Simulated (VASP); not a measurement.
Set up this calculation in VASP 6.6.1, as the native input.

```yaml
Task: single point
Functional: r2SCAN
Potentials_or_basis: VASP PAW PBE potentials, release 64 (Hg, Te)
Cutoff: 520 eV
k_mesh: 6 × 6 × 6
Occupations: fermi-dirac, width 0.02 eV
Spin: no spin polarisation
Dipole_correction: no
Further_INCAR_settings: ALGO = Normal; EDIFF = 1e-06; NBANDS = 16
```

HgTe:

```
CELL_PARAMETERS angstrom
0.00000 3.28916 3.28916
3.28916 0.00000 3.28916
3.28916 3.28916 0.00000
ATOMIC_POSITIONS crystal
Hg 0.00000 0.00000 0.00000
Te 0.25000 0.25000 0.25000
```

The input as run:

POSCAR

```
HgTe
1.0
    0.0000000000      3.2891578929      3.2891578929
    3.2891578929      0.0000000000      3.2891578929
    3.2891578929      3.2891578929      0.0000000000
Hg Te
1 1
Direct
    0.0000000000      0.0000000000      0.0000000000
    0.2500000000      0.2500000000      0.2500000000
```

INCAR.step1

```
  PREC = Accurate
  ENCUT = 520
  ISMEAR = -1
  SIGMA = 0.02
  LREAL = F
  LASPH = T
  NELM = 100
  NBANDS = 16
  GGA = PE
  ALGO = Normal
  EDIFF = 1E-4
  LWAVE = T
  LCHARG = F
```

INCAR.step2

```
  PREC = Accurate
  ENCUT = 520
  EDIFF = 1E-6
  ISMEAR = -1
  SIGMA = 0.02
  LREAL = F
  LASPH = T
  NELM = 100
  ALGO = Normal
  ISIF = 2
  LWAVE = F
  LCHARG = F
  METAGGA = R2SCAN
  LMIXTAU = T
  NBANDS = 16
  ISTART = 1
```

KPOINTS

```
Automatic mesh
0
Gamma
  6 6 6
```

Potentials or basis: VASP PAW PBE potentials, release 64 (Hg, Te).

The run is started by

```sh
$ cat potpaw_PBE.64/Hg/POTCAR potpaw_PBE.64/Te/POTCAR > POTCAR
$ cp INCAR.step1 INCAR
$ mpirun -np 1 vasp_std > vasp.out
$ cp INCAR.step2 INCAR
$ mpirun -np 1 vasp_std > vasp.out
```

Results of the run:

The pressure is 0.0 GPa and the band gap on the k mesh is zero (filled and empty bands touch).

Caveat: the PAW data sets were made with another functional, which shifts forces and pressure a little; spin-orbit coupling is left out, which moves the levels of the heavy elements.

Wall time 36 s on 1 thread of Intel(R) Xeon(R) 6975P-C (Granite Rapids), with other jobs on the host, peak memory 0.22 GiB.
